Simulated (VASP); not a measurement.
# Re3F in VASP: further runs

Re3F is run at these levels: PBE; tasks: single point.

All numbers are computed with VASP 6.6.1; they aren't measurements. Logs are shortened: lines on timing, memory, paths and dates and some standing lists are left out, and cuts for length are marked.

### Step 1. The cell of the first run

The typed cell holds 4 atoms: a = 4.306 Å, b = 4.306 Å, c = 4.306 Å, α = 120.01°, β = 120.01°, γ = 89.98°.

### Step 2. Single point, PBE

The input, INCAR:

```
SYSTEM = Re3F
PREC     = Accurate       ! precision mode
ENCUT    = 600            ! plane-wave cutoff, eV
EDIFF    = 1E-6           ! SCF threshold, eV
ISMEAR   = 0              ! smearing method
SIGMA    = 0.1            ! smearing width, eV
LREAL    = .False.        ! projectors in reciprocal space
LASPH    = .True.         ! aspherical terms in the spheres
NELM     = 120            ! most SCF steps
ALGO     = Normal         ! electronic algorithm
ISIF     = 2              ! what is computed and relaxed
LWAVE    = .False.        ! write WAVECAR
LCHARG   = .False.        ! write CHGCAR
GGA      = PE             ! functional
NBANDS   = 34             ! bands
GGA_COMPAT= .False.
```

The input, KPOINTS:

```
regular mesh
0
Gamma
  6 6 6
  0 0 0
```

The input, POSCAR:

```
Re3F
1.0
   -2.1525203991      2.1525203991      3.0454394499
    2.1525203991     -2.1525203991      3.0454394499
    2.1525203991      2.1525203991     -3.0454394499
Re F
3 1
Direct
    0.5000000000      0.5000000000      0.0000000000
    0.2500000000      0.7500000000      0.5000000000
    0.7500000000      0.2500000000      0.5000000000
    0.0000000000      0.0000000000      0.0000000000
```

Potentials or basis: VASP PAW PBE potentials, release 64 (Re_sv_GW, F).

The run is started by

```sh
$ cat potpaw_PBE.64/Re_sv_GW/POTCAR potpaw_PBE.64/F/POTCAR > POTCAR
$ mpirun -np 1 vasp_std > vasp.out
```

OUTCAR:

```text
SYSTEM = Re3F
   PREC = Accurate
   ENCUT = 600
   EDIFF = 1E-6
   ISMEAR = 0
   LREAL = .False.
   LASPH = .True.
   NELM = 120
   ISIF = 2
   GGA = PE

 ion  position               nearest neighbor table
   1  0.500  0.500  0.000-   2 2.64   3 2.64   2 2.64   3 2.64   2 2.64   3 2.64   2 2.64   3 2.64

   2  0.250  0.750  0.500-   1 2.64   1 2.64   1 2.64   1 2.64   3 3.04   3 3.04   3 3.04   3 3.04
                             3 3.05   3 3.05
   3  0.750  0.250  0.500-   1 2.64   1 2.64   1 2.64   1 2.64   2 3.04   2 3.04   2 3.04   2 3.04
                             2 3.05   2 3.05
   4  0.000  0.000  0.000-

  LATTYP: Found a body centered tetragonal cell.
 ALAT       =     4.3050407982
 C/A-ratio  =     1.4148248960

  Lattice vectors:

 A1 = (  -2.1525203991,   2.1525203991,   3.0454394499)
 A2 = (   2.1525203991,  -2.1525203991,   3.0454394499)
 A3 = (   2.1525203991,   2.1525203991,  -3.0454394499)

Analysis of symmetry for initial positions (statically):
=====================================================================
 Subroutine PRICEL returns:
 Original cell was already a primitive cell.

 Routine SETGRP: Setting up the symmetry group for a
 body centered tetragonal supercell.

 Subroutine GETGRP returns: Found 16 space group operations
 (whereof 16 operations were pure point group operations)
 out of a pool of 16 trial point group operations.

The static configuration has the point symmetry D_4h.

Analysis of symmetry for dynamics (positions and initial velocities):
=====================================================================
 Subroutine PRICEL returns:
 Original cell was already a primitive cell.

 Routine SETGRP: Setting up the symmetry group for a
 body centered tetragonal supercell.

 Subroutine GETGRP returns: Found 16 space group operations
 (whereof 16 operations were pure point group operations)
 out of a pool of 16 trial point group operations.

The dynamic configuration has the point symmetry D_4h.

 Subroutine INISYM returns: Found 16 space group operations
 (whereof 16 operations are pure point group operations),
 and found     1 'primitive' translations

----------------------------------------------------------------------------------------

                                     Primitive cell

  volume of cell :      56.4423

[... 91 lines left out ...]
   NELM   =    120;   NELMIN=  2; NELMDL= -5     # of ELM steps
   EDIFF  = 0.1E-05   stopping-criterion for ELM
   LREAL  =      F    real-space projection
   EDIFFG = 0.1E-04   stopping-criterion for IOM
   NSW    =      0    number of steps for IOM
   IBRION =     -1    ionic relax: 0-MD 1-quasi-New 2-CG
   NFREE  =      0    steps in history (QN), initial steepest desc. (CG)
   ISIF   =      2    stress and relaxation
   ISYM   =      2    0-nonsym 1-usesym 2-fastsym
   POTIM  = 0.5000    time-step for ionic-motion
   TEBEG  =    0.0;   TEEND  =   0.0 temperature during run
   PSTRESS=    0.0 pullay stress
   NELECT =      52.0000    total number of electrons
   NUPDOWN=      -1.0000    fix difference up-down
   EMIN   =  10.00;   EMAX   =-10.00  energy-range for DOS
   EFERMI =   0.00;   METHOD = LEGACY
   ISMEAR =     0;   SIGMA  =   0.10  broadening in eV -4-tet -1-fermi 0-gaus
   EFERMI_NEDOS =   21; number of points for ismear=-14 and -15
   IALGO  =     38    algorithm
   IMIX   =      4    mixing-type and parameters
     AMIX     =   0.40;   BMIX     =  1.00
     AMIX_MAG =   1.60;   BMIX_MAG =  1.00
  volume/ion in A,a.u.               =      14.11        95.22
  Fermi-wavevector in a.u.,A,eV,Ry     =   1.592971  3.010278 34.525539  2.537555
  Thomas-Fermi vector in A             =   2.691273
   LORBIT       =      0    0 simple, 1 ext, 2 COOP (PROOUT), +10 PAW based schemes
   GGA     = PE    functional components
   LHFCALC =     F    Hartree Fock is set to
   AEXX    =    0.0000 exact exchange contribution
   IVDW    =     0    specifies the selected vdW correction
   LEPSILON=     F    determine dielectric tensor
   LRPA    =     F    only Hartree local field effects (RPA)
 non-spin polarized calculation
 Gauss-broadening in eV      SIGMA  =   0.10
  energy-cutoff  :      600.00
  volume of cell :       56.44
 maximum number of plane-waves:      1895
 NGX is ok and might be reduce to    36
   NGX = 17   NGY = 17   NGZ = 17

 number of electron      51.9999991 magnetization

 Free energy of the ion-electron system (eV)
  ---------------------------------------------------
  ext. energy  EPLUGINS =         0.00000000
  ---------------------------------------------------
  free energy    TOTEN  =       -42.39169891 eV

  energy without entropy =      -42.36388407  energy(sigma->0) =      -42.37779149

 E-fermi :  10.5412     XC(G=0): -13.3148

 val. band max:       10.5209438273   @ k =  -0.3333  -0.3333   0.1667
 cond. band min:      10.5733368815   @ k =   0.5000   0.1667  -0.0000
 fundamental gap:      0.0523930542
 Fermi energy:        10.5412460114

 k-point     1 :       0.0000    0.0000    0.0000
  band No.  band energies     occupation
      1     -69.7203      2.00000
      2     -69.6677      2.00000
      3     -69.3478      2.00000
      4     -31.6506      2.00000
      5     -31.6498      2.00000
      6     -31.6498      2.00000
[... 877 lines left out ...]
     33      15.8590      0.00000
     34      17.8391      0.00000

 [... further k-points ...]

------------------------ aborting loop because EDIFF is reached ----------------------------------------

  FORCE on cell =-STRESS in cart. coord.  units (eV):
  Direction    XX          YY          ZZ          XY          YZ          ZX
  --------------------------------------------------------------------------------------
  -------------------------------------------------------------------------------------
  Total       -0.2219729     -0.2219729     -0.2493190      0.0000000      0.0000000      0.0000000
  in kB       -6.3009509     -6.3009509     -7.0771993      0.0000000      0.0000000      0.0000000
  external PRESSURE =      -6.5597004 kB  Pullay stress =       0.0000000 kB

 VOLUME and BASIS-vectors are now :
 -----------------------------------------------------------------------------
  energy-cutoff  :      600.00
  volume of cell :       56.44
      direct lattice vectors                 reciprocal lattice vectors
    -2.152520399  2.152520399  3.045439450     0.000000000  0.232285836  0.164179918
     2.152520399 -2.152520399  3.045439450     0.232285836  0.000000000  0.164179918
     2.152520399  2.152520399 -3.045439450     0.232285836  0.232285836  0.000000000

 POSITION                                       TOTAL-FORCE (eV/Angst)
 -----------------------------------------------------------------------------------
      0.00000      0.00000      3.04544         0.000000      0.000000      0.000000
      2.15252      0.00000      1.52272         0.000000     -0.000000     -0.000000
      0.00000      2.15252      1.52272        -0.000000      0.000000     -0.000000
      0.00000      0.00000      0.00000         0.000000      0.000000      0.000000
 -----------------------------------------------------------------------------------
    total drift:                               -0.000000      0.000000      0.000000

  FREE ENERGIE OF THE ION-ELECTRON SYSTEM (eV)
  ---------------------------------------------------
  free  energy   TOTEN  =       -42.3916989055 eV

  energy  without entropy=      -42.3638840720  energy(sigma->0) =      -42.37779149
```

OSZICAR:

```text
N       E                     dE             d eps       ncg     rms          rms(c)
DAV:   1     0.578848859039E+03    0.57885E+03   -0.37476E+04  2064   0.176E+03
DAV:   2    -0.149937328901E+02   -0.59384E+03   -0.57682E+03  2554   0.488E+02
DAV:   3    -0.463557251980E+02   -0.31362E+02   -0.30852E+02  2420   0.104E+02
DAV:   4    -0.468924649591E+02   -0.53674E+00   -0.53467E+00  2334   0.136E+01
DAV:   5    -0.468993244543E+02   -0.68595E-02   -0.68564E-02  2408   0.143E+00    0.187E+02
DAV:   6    -0.430744263801E+02    0.38249E+01   -0.15498E+01  2138   0.251E+01    0.103E+02
DAV:   7    -0.458831972973E+02   -0.28088E+01   -0.23215E+01  2262   0.246E+01    0.354E+01
DAV:   8    -0.425515637966E+02    0.33316E+01   -0.83477E+00  2250   0.158E+01    0.128E+01
DAV:   9    -0.423928408414E+02    0.15872E+00   -0.88966E-01  2212   0.590E+00    0.451E+00
DAV:  10    -0.423962794914E+02   -0.34387E-02   -0.10320E-01  2390   0.179E+00    0.394E+00
DAV:  11    -0.423918151393E+02    0.44644E-02   -0.17181E-02  2334   0.961E-01    0.119E+00
DAV:  12    -0.423917511696E+02    0.63970E-04   -0.29206E-03  2260   0.474E-01    0.180E+00
DAV:  13    -0.423917069552E+02    0.44214E-04   -0.29211E-04  2362   0.113E-01    0.484E-01
DAV:  14    -0.423916994269E+02    0.75283E-05   -0.21852E-05  2128   0.278E-02    0.654E-02
DAV:  15    -0.423916989055E+02    0.52141E-06   -0.72684E-06  2002   0.161E-02
   1 F= -.42391699E+02 E0= -.42377791E+02  d E =-.278148E-01
```

Wall time 40 s (1 thread of AMD EPYC 9R45 (Zen 5), shared host); peak memory 0.2 GiB.

What came out:

```yaml
Free_energy: -42.3917 eV
Pressure: -0.7 GPa
Band_gap_on_the_k_mesh: zero (bands 26 and 27 overlap by 2.73 eV)
```

Stress tensor (GPa, compression positive):
```
-0.63  0.00  0.00
 0.00 -0.63  0.00
 0.00  0.00 -0.71
```

Caveat: spin-orbit coupling is left out, which moves the levels of the heavy elements.

### Step 3. Single point, PBE

The input, INCAR:

```
PREC = Accurate ; ENCUT = 600
EDIFF = 1E-6 ; ISMEAR = 0
SIGMA = 0.1 ; LREAL = False
LASPH = True ; NELM = 120
ALGO = Normal ; ISIF = 2
LWAVE = False ; LCHARG = False
GGA = PE ; NBANDS = 34
GGA_COMPAT = False
```

The input, KPOINTS:

```
regular mesh
0
Gamma
  14 14 14
```

The input, POSCAR:

```
Re3F
1.0
    0.0000000000      3.0445621778      3.0445621778
    3.0445621778      0.0000000000      3.0445621778
    3.0445621778      3.0445621778      0.0000000000
Re F
3 1
Direct
    0.5000000000      0.5000000000      0.5000000000
    0.2500000000      0.2500000000      0.2500000000
    0.7500000000      0.7500000000      0.7500000000
    0.0000000000      0.0000000000      0.0000000000
```

Potentials or basis: VASP PAW PBE potentials, release 64 (Re_sv_GW, F).

The run is started by

```sh
$ cat potpaw_PBE.64/Re_sv_GW/POTCAR potpaw_PBE.64/F/POTCAR > POTCAR
$ mpirun -np 1 vasp_std > vasp.out
```

Wall time 3.9 min (1 thread of Intel Xeon Platinum 8259CL at 2.50GHz (Skylake/Cascade Lake), shared host); peak memory 0.34 GiB.

Results (log left out):

```yaml
Free_energy: -42.4347 eV
Pressure: -0.9 GPa
Band_gap_on_the_k_mesh: zero (bands 26 and 27 overlap by 2.73 eV)
```

Levels at points of the mesh, in eV from the Fermi level:
| k point | band 22 | band 23 | band 24 | band 25 | band 26 | band 27 | band 28 | band 29 | band 30 | band 31 |
| --- | --- | --- | --- | --- | --- | --- | --- | --- | --- | --- |
| (0.00, 0.00, 0.00) | -2.61 | -1.12 | -1.12 | -1.12 | 1.85 | 1.85 | 1.85 | 2.15 | 2.15 | 2.62 |
| (0.50, 0.00, 0.00) | -1.96 | -1.96 | -1.71 | -1.71 | -0.88 | -0.88 | -0.63 | 1.86 | 1.86 | 3.28 |
| (0.50, 0.50, 0.00) | -2.54 | -1.84 | -0.94 | -0.51 | -0.51 | 1.03 | 1.43 | 2.49 | 3.14 | 3.14 |

Caveat: spin-orbit coupling is left out, which moves the levels of the heavy elements.
